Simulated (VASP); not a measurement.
Here is a VASP 6.6.1 calculation.

INCAR

```
PREC = Accurate
ENCUT = 520
EDIFF = 1E-7
ISMEAR = 0
SIGMA = 0.01
LREAL = False
LASPH = True
NELM = 60
ALGO = Normal
ISIF = 2
LWAVE = False
LCHARG = False
LDIPOL = True
IDIPOL = 3
DIPOL = 0.5 0.5 0.500
GGA = PE
IVDW = 12
NBANDS = 64
KPAR = 4
```

Contents of KPOINTS:

```
Automatic mesh
0
Gamma
  12 12 1
```

The input POSCAR:

```
MoS2
1.0
    3.1505197702      0.0000000000      0.0000000000
   -1.5752598851      2.7284301562      0.0000000000
    0.0000000000      0.0000000000     68.5325735331
S Mo
8 4
Direct
    0.3333333333      0.6666666667      0.3446932423
    0.3333333333      0.6666666667      0.3904278248
    0.6666666667      0.3333333333      0.4330415645
    0.6666666667      0.3333333333      0.4787283615
    0.3333333333      0.6666666667      0.5212716385
    0.3333333333      0.6666666667      0.5669584355
    0.6666666667      0.3333333333      0.6095721752
    0.6666666667      0.3333333333      0.6553067577
    0.6666666667      0.3333333333      0.3675722296
    0.3333333333      0.6666666667      0.4558852597
    0.6666666667      0.3333333333      0.5441147403
    0.3333333333      0.6666666667      0.6324277704
```

Potentials or basis: VASP PAW PBE potentials, release 64 (S, Mo_sv).

Run with:

```bash
$ cat potpaw_PBE.64/S/POTCAR potpaw_PBE.64/Mo_sv/POTCAR > POTCAR
$ mpirun -np 4 vasp_std > vasp.out
```

Question: Estimate the dispersion energy per atom.

Answer: -0.406 eV.

Question: What does it give for the band gap on the k mesh?

Answer: 0.94 eV (least direct gap 1.72 eV).

Question: Estimate the largest force.

Answer: 0.013 eV/Å.

Forces in eV/Å, atoms in the order of the input:
```
S    0.000  0.000  0.012
S    0.000  0.000 -0.013
S    0.000  0.000  0.013
S    0.000  0.000 -0.013
S    0.000  0.000  0.013
S    0.000  0.000 -0.013
S    0.000  0.000  0.013
S    0.000  0.000 -0.012
Mo   0.000  0.000 -0.001
Mo   0.000  0.000  0.000
Mo   0.000  0.000  0.000
Mo   0.000  0.000  0.001
```
